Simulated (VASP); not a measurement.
## Cu: single point with r2SCAN

Cu:

```
Cu
1.0
     0.00000    1.78816    1.78816
     1.78816    0.00000    1.78816
     1.78816    1.78816    0.00000
Cu
1
Direct
  0.00000 0.00000 0.00000
```

| Property | Result |
| --- | --- |
| Program | VASP 6.6.1 |
| Task | single point |
| Functional | r2SCAN |
| Potentials or basis | VASP PAW PBE potentials, release 64 (Cu) |
| Cutoff | 520 eV |
| k mesh | 21 × 21 × 21 |
| Occupations | fermi-dirac, width 0.05 eV |
| Spin | no spin polarisation |
| Dipole correction | no |
| Further INCAR settings | ALGO = Normal; EDIFF = 1e-06; NBANDS = 12 |

```yaml
Pressure: 0.5 GPa
Band_gap_on_the_k_mesh: zero (an odd number of electrons rules out a gap without spin polarisation)
```

Levels at points of the mesh, in eV from the Fermi level:
```
           k point  band 2  band 3  band 4  band 5  band 6  band 7  band 8  band 9  band 10  band 11
(0.00, 0.00, 0.00)   -3.29   -3.29   -3.29   -2.43   -2.43   23.61   26.90   26.90    26.90    29.31
```

Wall time 67 s on 1 thread of Intel(R) Xeon(R) 6975P-C (Granite Rapids), on a shared host, peak memory 0.15 GiB.

Caveat: the PAW data sets were made with another functional, which shifts forces and pressure a little.
